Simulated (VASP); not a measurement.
Bi: relaxation of cell and atoms with PBE

Crystal: Bi.

```
CELL_PARAMETERS angstrom
2.22514 1.28469 4.12626
-2.22514 1.28469 4.12626
0.00000 -2.56937 4.12626
ATOMIC_POSITIONS crystal
Bi 0.22754 0.22754 0.22754
Bi 0.77246 0.77246 0.77246
```

| Item | Value |
| --- | --- |
| Program | VASP 6.6.1 |
| Task | relaxation of cell and atoms |
| Functional | PBE |
| Potentials or basis | VASP PAW PBE potentials, release 64 (Bi_d) |
| Cutoff | 600 eV |
| k mesh | 6 × 6 × 6 |
| Occupations | gaussian, width 0.05 eV |
| Spin | no spin polarisation |
| Dipole correction | no |
| Further INCAR settings | ALGO = Fast; EDIFF = 1e-06; IBRION = 2; EDIFFG = -0.03; NSW = 80; ISIF = 3 |

```
Relaxed volume                         : 36.95 Å³/atom
Relaxed cell                           : a = 4.853 Å, b = 4.853 Å, c = 4.853 Å, α = 56.29°, β = 56.29°, γ = 56.29°
Space group after relaxing (to 0.05 Å) : R-3m (No. 166)
Energy gained by relaxing              : 49.8 meV/atom
Ionic steps                            : 11
Pressure after relaxing                : 0.1 GPa
Largest force after relaxing           : 0.006 eV/Å
Band gap on the k mesh                 : zero (band 15 reaches 5.67 eV, above the bottom of band 16 at 5.59 eV)
```

Forces in eV/Å, atoms in the order of the input:
```
Bi   0.000  0.000 -0.006
Bi   0.000  0.000  0.006
```

The path:
```
step  energy change (eV)  largest force (eV/Å)  pressure (GPa)  volume (Å³)
   1              0.0000                0.9048            4.13        70.77
   2             -0.0489                0.2491           -2.46        80.53
   3             -0.0893                0.1602           -0.33        76.29
   4             -0.0893                0.1757           -0.25        76.18
   5             -0.0927                0.1313           -0.25        75.67
   6             -0.0978                0.0205            0.13        74.17
   7             -0.0979                0.0022            0.12        73.93
   8             -0.0992                0.0304           -0.08        74.16
   9             -0.0993                0.0411           -0.15        74.22
  10             -0.0995                0.0199            0.13        73.72
  11             -0.0996                0.0056            0.08        73.89
```

Final structure:
```
CELL_PARAMETERS angstrom
2.28933 1.32175 4.06999
-2.28933 1.32175 4.06999
0.00000 -2.64349 4.06999
ATOMIC_POSITIONS crystal
Bi 0.23280 0.23280 0.23280
Bi 0.76720 0.76720 0.76720
```

Levels at points of the mesh, in eV from the Fermi level:
```tsv
k point	band 13	band 14	band 15	band 16	band 17	band 18
(0.00, 0.00, 0.00)	-1.36	-0.97	-0.97	2.46	2.96	2.96
(0.50, 0.00, 0.00)	-1.32	-1.06	-0.19	-0.08	0.69	1.27
(0.50, 0.50, 0.00)	-4.28	-2.74	-2.56	2.50	4.79	5.42
(0.50, 0.50, 0.50)	-0.78	-0.43	-0.43	0.92	0.95	0.95
```

It took 15 min on 1 thread of Intel Xeon 6975P-C, with other jobs on the host, peak memory 0.27 GiB.

Caveat: spin-orbit coupling is left out, which moves the levels of the heavy elements.
